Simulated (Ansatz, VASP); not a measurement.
# One calculation of LiCl, two programs

```xyz
2
Lattice="0.0000 2.6476 2.6476 2.6476 0.0000 2.6476 2.6476 2.6476 0.0000" Properties=species:S:1:pos:R:3 pbc="T T T"
Li    0.0000    0.0000    0.0000
Cl    2.6476    2.6476    2.6476
```

Alike in both runs: task single point; functional LDA; k mesh 6 × 6 × 6; no spin polarisation.

```csv
,VASP,Ansatz
version,VASP 6.6.1,Ansatz 0.2.0
potentials or method,"VASP PAW LDA potentials, release 64 (Li_sv, Cl), cutoff 750 eV","plane waves, PAW"
occupations,"gaussian, width 0.01 eV",fixed
valence electrons in the cell,10,10
```

```csv
,VASP,Ansatz,Ansatz less VASP
pressure (GPa),-5.2,-5.2,+0.06
```

LDA's correlation is that of Perdew and Zunger in VASP and of Perdew and Wang (1992) in Ansatz. Ansatz's warnings: stress scf threshold loose.
